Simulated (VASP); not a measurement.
Here is a VASP 6.6.1 calculation.

File INCAR:

```
SYSTEM = Ag
PREC = Accurate ; ENCUT = 520
EDIFF = 1E-6 ; ISMEAR = -1
SIGMA = 0.08 ; LREAL = .FALSE.
LASPH = .TRUE. ; NELM = 80
ALGO = Normal ; ISIF = 2
LWAVE = .FALSE. ; LCHARG = .TRUE.
GGA = PE ; LELF = .TRUE.
LVHAR = .TRUE. ; NBANDS = 30
```

The input KPOINTS:

```
Automatic mesh
0
G
  14 14 4
  0 0 0
```

Contents of POSCAR:

```
Ag
1.0
    2.8861989086      0.0000000000      0.0000000000
   -1.4430994543      2.4995215753      0.0000000000
    0.0000000000      0.0000000000     10.2000000000
Ag
4
Direct
    0.3333333333      0.6666666667      0.2500000000
    0.6666666667      0.3333333333      0.7500000000
    0.0000000000      0.0000000000      0.0000000000
    0.0000000000      0.0000000000      0.5000000000
```

Potentials or basis: VASP PAW PBE potentials, release 64 (Ag).

The run is started by

```console
$ cat potpaw_PBE.64/Ag/POTCAR > POTCAR
$ mpirun -np 1 vasp_std > vasp.out
```

(1) Predict the band gap on the k mesh.

(2) What does it give for the pressure?

## Answers

(1) zero (bands 22 and 23 overlap by 6.17 eV).

(2) -1.8 GPa.

Caveat: the cell differs from its parent crystal (zz strain of +2 %).
